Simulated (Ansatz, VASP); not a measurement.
Al in VASP and in Ansatz

```xyz
4
Lattice="2.7821 0.0000 0.0000 -1.3911 2.4094 0.0000 0.0000 0.0000 9.3157" Properties=species:S:1:pos:R:3 pbc="T T T"
Al    0.0000    0.0000    0.0000
Al    0.0000    1.6063    2.3289
Al    0.0000    0.0000    4.6578
Al    1.3911    0.8031    6.9868
```

Alike in both runs: task single point; functional PBEsol; dispersion D3(BJ); k mesh 18 × 18 × 6; occupations gaussian, width 0.15 eV; no spin polarisation.

|  | VASP | Ansatz |
| --- | --- | --- |
| version | VASP 6.6.1 | Ansatz 0.2.0 |
| potentials or method | VASP PAW PBE potentials, release 64 (Al), cutoff 520 eV | scalar-relativistic, plane waves, PAW |
| valence electrons in the cell | 12 | 12 |

|  | VASP | Ansatz | Ansatz less VASP |
| --- | --- | --- | --- |
| gap on the k mesh at the Fermi level (eV) | none | none | - |
| pressure (GPa) | 0.2 | 0.1 | -0.10 |
| traceless stress, the component that is largest in VASP (GPa) | -1.71 | -1.70 | +0.012 |

VASP's potentials were made for PBE, not for PBEsol, and Ansatz warns of the same on its side. A gap of «none» marks a metal or a gap that the smearing closes.
